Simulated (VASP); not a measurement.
Runs of VASP 6.6.1 on C. The structure is that of space group Fmmm (No. 69), or close to it. The cells are those of the table. 

| cell | pressure (GPa) | largest force (eV/Å) |
| --- | --- | --- |
| a = 2.513, b = 2.513, c = 8.707 Å, angles 90.0, 90.0, 125.7°, 4 atoms | 12.0 | 1.35 |
| a = 2.369, b = 2.369, c = 8.707 Å, angles 90.0, 90.0, 114.0°, 4 atoms | (a) | 2.28 |
| a = 2.438, b = 2.438, c = 8.707 Å, angles 90.0, 90.0, 122.3°, 4 atoms | 17.7 | 0.75 |
| a = 2.381, b = 2.381, c = 8.707 Å, angles 90.0, 90.0, 117.6°, 4 atoms | 17.7 | 0.91 |

Alike in all rows: task single point; level PBE; potentials or basis VASP PAW PBE potentials, release 64 (C); no spin polarisation; k mesh 18 × 18 × 6; cutoff (eV) 520; smearing gaussian 0.15 eV.

Problem. Estimate the missing entries.

Solution. (a) 12.5.

Caveats: this functional lacks dispersion, which binds layers or chains, so the pressure and a relaxed spacing across them are unreliable; forces of over 1 eV/Å act on the atoms, so gaps and moduli don't describe the material at rest (at least some runs); the stress differs along the axes, from -0 to 45 GPa (at least some runs); the stress differs along the axes, from -26 to 62 GPa (at least some runs); the stress differs along the axes, from -26 to 64 GPa (at least some runs).
